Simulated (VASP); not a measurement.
# MnF2 (P4_2/mnm) in VASP: a series of runs, part 2 of 2

VASP 6.6.1.

**5. Single point, PBEsol, collinear spin, ferromagnetic start**

This run uses another cell than the first one, of 12.32 Å³/atom.

Contents of INCAR:

```
SYSTEM = MnF2
PREC = Accurate
ENCUT = 520
EDIFF = 1E-6
ISMEAR = -1
SIGMA = 0.05
LREAL = .False.
LASPH = .True.
NELM = 150
ALGO = Normal
ISIF = 2
LWAVE = .False.
LCHARG = .False.
ISPIN = 2
MAGMOM = 4 4 0 0 0 0
LORBIT = 11
LMAXMIX = 4
GGA = PS
NBANDS = 40
```

Contents of KPOINTS:

```
regular mesh
0
Gamma
  5 5 7
  0 0 0
```

Contents of POSCAR:

```
MnF2
1.0
    4.7743067767      0.0000000000      0.0000000000
    0.0000000000      4.7743067767      0.0000000000
    0.0000000000      0.0000000000      3.2431157301
Mn F
2 4
Direct
    0.5000000000      0.5000000000      0.5000000000
    0.0000000000      0.0000000000      0.0000000000
    0.8053000000      0.1947000000      0.5000000000
    0.6947000000      0.6947000000      0.0000000000
    0.1947000000      0.8053000000      0.5000000000
    0.3053000000      0.3053000000      0.0000000000
```

Potentials or basis: VASP PAW PBE potentials, release 64 (Mn_pv, F).

Run with:

```
> cat potpaw_PBE.64/Mn_pv/POTCAR potpaw_PBE.64/F/POTCAR > POTCAR
> mpirun -np 1 vasp_std > vasp.out
```

OUTCAR:

```text
SYSTEM = MnF2
   PREC = Accurate
   ENCUT = 520
   EDIFF = 1E-6
   ISMEAR = -1
   LREAL = .False.
   LASPH = .True.
   NELM = 150
   ISIF = 2
   ISPIN = 2
   LORBIT = 11
   GGA = PS

 ion  position               nearest neighbor table
   1  0.500  0.500  0.500-   3 2.06   5 2.06   4 2.09   6 2.09   4 2.09   6 2.09
   2  0.000  0.000  0.000-   4 2.06   6 2.06   5 2.09   3 2.09   3 2.09   5 2.09
   3  0.805  0.195  0.500-   1 2.06   2 2.09   2 2.09
   4  0.695  0.695  0.000-   2 2.06   1 2.09   1 2.09
   5  0.195  0.805  0.500-   1 2.06   2 2.09   2 2.09
   6  0.305  0.305  0.000-   2 2.06   1 2.09   1 2.09

  LATTYP: Found a simple tetragonal cell.
 ALAT       =     4.7743067767
 C/A-ratio  =     0.6792851574

  Lattice vectors:

 A1 = (   4.7743067767,   0.0000000000,   0.0000000000)
 A2 = (   0.0000000000,   4.7743067767,   0.0000000000)
 A3 = (   0.0000000000,   0.0000000000,   3.2431157301)

Analysis of symmetry for initial positions (statically):
=====================================================================
 Subroutine PRICEL returns:
 Original cell was already a primitive cell.

 Routine SETGRP: Setting up the symmetry group for a
 simple tetragonal supercell.
[... 2228 lines left out ...]
  Total        2.7121145      2.7121145      3.3452501     -0.0000000      0.0000000      0.0000000
  in kB       58.7808026     58.7808026     72.5030183     -0.0000000      0.0000000      0.0000000
  external PRESSURE =      63.3548745 kB  Pullay stress =       0.0000000 kB

 VOLUME and BASIS-vectors are now :
 -----------------------------------------------------------------------------
  energy-cutoff  :      520.00
  volume of cell :       73.92
      direct lattice vectors                 reciprocal lattice vectors
     4.774306777  0.000000000  0.000000000     0.209454492  0.000000000  0.000000000
     0.000000000  4.774306777  0.000000000     0.000000000  0.209454492  0.000000000
     0.000000000  0.000000000  3.243115730     0.000000000  0.000000000  0.308345456

 POSITION                                       TOTAL-FORCE (eV/Angst)
 -----------------------------------------------------------------------------------
      2.38715      2.38715      1.62156         0.000000      0.000000     -0.000000
      0.00000      0.00000      0.00000         0.000000      0.000000     -0.000000
      3.84475      0.92956      1.62156        -0.052614      0.052614     -0.000000
      3.31671      3.31671      0.00000         0.052614      0.052614      0.000000
      0.92956      3.84475      1.62156         0.052614     -0.052614     -0.000000
      1.45760      1.45760      0.00000        -0.052614     -0.052614     -0.000000
 -----------------------------------------------------------------------------------
    total drift:                                0.000000      0.000000      0.000000

  FREE ENERGIE OF THE ION-ELECTRON SYSTEM (eV)
  ---------------------------------------------------
  free  energy   TOTEN  =       -40.5459513778 eV

  energy  without entropy=      -40.5459494384  energy(sigma->0) =      -40.54595041

 total charge

# of ion       s       p       d       tot
------------------------------------------
    1        0.181   6.172   4.979  11.332
    2        0.181   6.172   4.979  11.332
    3        1.733   4.366   0.000   6.099
    4        1.733   4.366   0.000   6.099
    5        1.733   4.366   0.000   6.099
    6        1.733   4.366   0.000   6.099
--------------------------------------------------
tot          7.295  29.807   9.958  47.060

 magnetization (x)

# of ion       s       p       d       tot
------------------------------------------
    1        0.025   0.024   4.521   4.570
    2        0.025   0.024   4.521   4.570
    3        0.010   0.086   0.000   0.095
    4        0.010   0.086   0.000   0.095
    5        0.010   0.086   0.000   0.095
    6        0.010   0.086   0.000   0.095
--------------------------------------------------
tot          0.087   0.391   9.043   9.521
```

stdout:

```text
POSCAR found type information on POSCAR MnF
 POSCAR found :  2 types and       6 ions
 scaLAPACK will be used
 -----------------------------------------------------------------------------
|                                                                             |
|                                                                             |
|     You enforced a specific xc type in the INCAR file but a different       |
|     I HOPE YOU KNOW WHAT YOU ARE DOING!                                     |
|                                                                             |
 -----------------------------------------------------------------------------

 LDA part: xc-table for (Slater+PW92), standard interpolation
 POSCAR, INCAR and KPOINTS ok, starting setup
 FFT: planning ... GRIDC
 FFT: planning ... GRID_SOFT
 FFT: planning ... GRID
 WAVECAR not read
 entering main loop
```

Run time: 56 s. Hardware: 1 thread of Intel Xeon Platinum 8488C (Sapphire Rapids), shared host; peak memory 0.25 GiB.

What came out:

```
Free energy                                           : -40.5460 eV
Pressure                                              : 6.3 GPa
Largest force                                         : 0.074 eV/Å
Band gap on the k mesh                                : 0.82 eV
Net moment                                            : 10.00 μB per cell
Site moments                                          : Mn +4.57; F +0.10 μB
Valence electrons inside the program's atomic spheres : Mn 11.33; F 6.10
```

Forces on the atoms (eV/Å):
```
Mn   0.000  0.000  0.000
Mn   0.000  0.000  0.000
F   -0.053  0.053  0.000
F    0.053  0.053  0.000
F    0.053 -0.053  0.000
F   -0.053 -0.053  0.000
```

Stress tensor (GPa, compression positive):
```
5.88 0.00 0.00
0.00 5.88 0.00
0.00 0.00 7.25
```

Levels at points of the mesh, in eV from the valence-band top:
Spin up:
```csv
k point,band 30,band 31,band 32,band 33,band 34,band 35
"(0.00, 0.00, 0.00)",-0.62,-0.62,0.00,0.82,6.12,6.12
```
Spin down:
```tsv
k point	band 18	band 19	band 20	band 21	band 22	band 23	band 24	band 25	band 26	band 27
(0.00, 0.00, 0.00)	-6.56	-5.61	-5.20	-5.20	-4.89	1.35	1.40	1.86	1.93	1.93
```

Caveat: the cell stands under pressure; the PAW data sets were made with another functional, which shifts forces and pressure a little; the run started ferromagnetic, and an antiferromagnetic order may lie lower in energy.

**6. Single point, PBEsol, collinear spin, ferromagnetic start**

This run uses another cell than the first one, of 12.58 Å³/atom.

Contents of INCAR:

```
ALGO = Normal
EDIFF = 1E-6
ENCUT = 520
GGA = PS
ISIF = 2
ISMEAR = -1
ISPIN = 2
LASPH = True
LCHARG = False
LMAXMIX = 4
LORBIT = 11
LREAL = False
LWAVE = False
MAGMOM = 4 4 0 0 0 0
NBANDS = 40
NELM = 150
PREC = Accurate
SIGMA = 0.05
```

Contents of KPOINTS:

```
k-points
0
Gamma
  5 5 7
```

POSCAR: that of step 5 with these lines changed.

```diff
@@ -2,5 +2,5 @@
 1.0
-    4.7743067767      0.0000000000      0.0000000000
-    0.0000000000      4.7743067767      0.0000000000
-    0.0000000000      0.0000000000      3.2431157301
+    4.8079297631      0.0000000000      0.0000000000
+    0.0000000000      4.8079297631      0.0000000000
+    0.0000000000      0.0000000000      3.2659553258
 Mn F
```

Potentials or basis: VASP PAW PBE potentials, release 64 (Mn_pv, F).

Run with:

```
> cat potpaw_PBE.64/Mn_pv/POTCAR potpaw_PBE.64/F/POTCAR > POTCAR
> mpirun -np 1 vasp_std > vasp.out
```

OUTCAR:

```text
EDIFF = 1E-6
   ENCUT = 520
   GGA = PS
   ISIF = 2
   ISMEAR = -1
   ISPIN = 2
   LASPH = True
   LORBIT = 11
   LREAL = False
   NELM = 150
   PREC = Accurate

 ion  position               nearest neighbor table
   1  0.500  0.500  0.500-   3 2.08   5 2.08   4 2.10   6 2.10   4 2.10   6 2.10
   2  0.000  0.000  0.000-   4 2.08   6 2.08   5 2.10   3 2.10   3 2.10   5 2.10
   3  0.805  0.195  0.500-   1 2.08   2 2.10   2 2.10
   4  0.695  0.695  0.000-   2 2.08   1 2.10   1 2.10
   5  0.195  0.805  0.500-   1 2.08   2 2.10   2 2.10
   6  0.305  0.305  0.000-   2 2.08   1 2.10   1 2.10

  LATTYP: Found a simple tetragonal cell.
 ALAT       =     4.8079297631
 C/A-ratio  =     0.6792851574

  Lattice vectors:

 A1 = (   4.8079297631,   0.0000000000,   0.0000000000)
[... 2235 lines left out ...]
  Direction    XX          YY          ZZ          XY          YZ          ZX
  --------------------------------------------------------------------------------------
  -------------------------------------------------------------------------------------
  Total        1.6514693      1.6514693      2.0067496     -0.0000000      0.0000000      0.0000000
  in kB       35.0473036     35.0473036     42.5870254     -0.0000000      0.0000000      0.0000000
  external PRESSURE =      37.5605442 kB  Pullay stress =       0.0000000 kB

 VOLUME and BASIS-vectors are now :
 -----------------------------------------------------------------------------
  energy-cutoff  :      520.00
  volume of cell :       75.50
      direct lattice vectors                 reciprocal lattice vectors
     4.807929763  0.000000000  0.000000000     0.207989727  0.000000000  0.000000000
     0.000000000  4.807929763  0.000000000     0.000000000  0.207989727  0.000000000
     0.000000000  0.000000000  3.265955326     0.000000000  0.000000000  0.306189124

 POSITION                                       TOTAL-FORCE (eV/Angst)
 -----------------------------------------------------------------------------------
      2.40396      2.40396      1.63298         0.000000      0.000000      0.000000
      0.00000      0.00000      0.00000         0.000000      0.000000      0.000000
      3.87183      0.93610      1.63298        -0.033338      0.033338     -0.000000
      3.34007      3.34007      0.00000         0.033338      0.033338     -0.000000
      0.93610      3.87183      1.63298         0.033338     -0.033338      0.000000
      1.46786      1.46786      0.00000        -0.033338     -0.033338      0.000000
 -----------------------------------------------------------------------------------
    total drift:                                0.000000      0.000000      0.000000

  FREE ENERGIE OF THE ION-ELECTRON SYSTEM (eV)
  ---------------------------------------------------
  free  energy   TOTEN  =       -40.5988638794 eV

  energy  without entropy=      -40.5988625009  energy(sigma->0) =      -40.59886319

 total charge

# of ion       s       p       d       tot
------------------------------------------
    1        0.176   6.164   4.967  11.308
    2        0.176   6.164   4.967  11.308
    3        1.733   4.361   0.000   6.094
    4        1.733   4.361   0.000   6.094
    5        1.733   4.361   0.000   6.094
    6        1.733   4.361   0.000   6.094
--------------------------------------------------
tot          7.284  29.771   9.935  46.990

 magnetization (x)

# of ion       s       p       d       tot
------------------------------------------
    1        0.025   0.024   4.526   4.574
    2        0.025   0.024   4.526   4.574
    3        0.009   0.083   0.000   0.092
    4        0.009   0.083   0.000   0.092
    5        0.009   0.083   0.000   0.092
    6        0.009   0.083   0.000   0.092
--------------------------------------------------
tot          0.086   0.379   9.052   9.518
```

stdout:

```text
POSCAR found type information on POSCAR MnF
 POSCAR found :  2 types and       6 ions
 scaLAPACK will be used
 -----------------------------------------------------------------------------
|                                                                             |
|                                                                             |
|     You enforced a specific xc type in the INCAR file but a different       |
|     I HOPE YOU KNOW WHAT YOU ARE DOING!                                     |
|                                                                             |
 -----------------------------------------------------------------------------

 LDA part: xc-table for (Slater+PW92), standard interpolation
 POSCAR, INCAR and KPOINTS ok, starting setup
 FFT: planning ... GRIDC
 FFT: planning ... GRID_SOFT
 FFT: planning ... GRID
 WAVECAR not read
 entering main loop
```

Wall time 59 s (1 thread of Intel Xeon Platinum 8488C (Sapphire Rapids), shared host); peak memory 0.26 GiB.

Results:

| Item | Value |
| --- | --- |
| Free energy | -40.5989 eV |
| Pressure | 3.8 GPa |
| Largest force | 0.047 eV/Å |
| Band gap on the k mesh | 0.86 eV |
| Net moment | 10.00 μB per cell |
| Site moments | Mn +4.57; F +0.09 μB |
| Valence electrons inside the program's atomic spheres | Mn 11.31; F 6.09 |

Forces in eV/Å, atoms in the order of the input:
```
Mn   0.000  0.000  0.000
Mn   0.000  0.000  0.000
F   -0.033  0.033  0.000
F    0.033  0.033  0.000
F    0.033 -0.033  0.000
F   -0.033 -0.033  0.000
```

Caveat: the cell stands under pressure; the PAW data sets were made with another functional, which shifts forces and pressure a little; the run started ferromagnetic, and an antiferromagnetic order may lie lower in energy.

**7. Summary**

```csv
level,fixed moment (μB),cell,gap on the mesh (eV),pressure (GPa),moment (μB),largest force (eV/Å)
PBE,2.0,"a = 4.874, b = 4.874, c = 3.311 Å, 6 atoms",-,-11.6,2.00,0.21
PBE,4.0,"a = 4.874, b = 4.874, c = 3.311 Å, 6 atoms",-,-11.0,4.00,0.14
PBE,6.0,"a = 4.874, b = 4.874, c = 3.311 Å, 6 atoms",-,-6.7,6.00,0.25
PBEsol,-,"a = 4.774, b = 4.774, c = 3.243 Å, 6 atoms",0.82,6.3,10.00,0.07
PBEsol,-,"a = 4.808, b = 4.808, c = 3.266 Å, 6 atoms",0.86,3.8,10.00,0.05
```

Alike in all rows: task single point; potentials or basis VASP PAW PBE potentials, release 64 (Mn_pv, F); spin collinear, ferromagnetic start; k mesh 5 × 5 × 7; cutoff (eV) 520; smearing fermi-dirac 0.05 eV.

Caveats: the run started ferromagnetic, and an antiferromagnetic order may lie lower in energy; the total moment is fixed, so each spin has its own Fermi level and the state may be an excited one (at least some runs); the cell stands under tension (at least some runs); the cell stands under pressure (at least some runs); the PAW data sets were made with another functional, which shifts forces and pressure a little (at least some runs); the stress differs along the axes, from -16 to -10 GPa (at least some runs).

Total energies depend on the potentials used, so only differences within one code and one set of settings carry meaning.
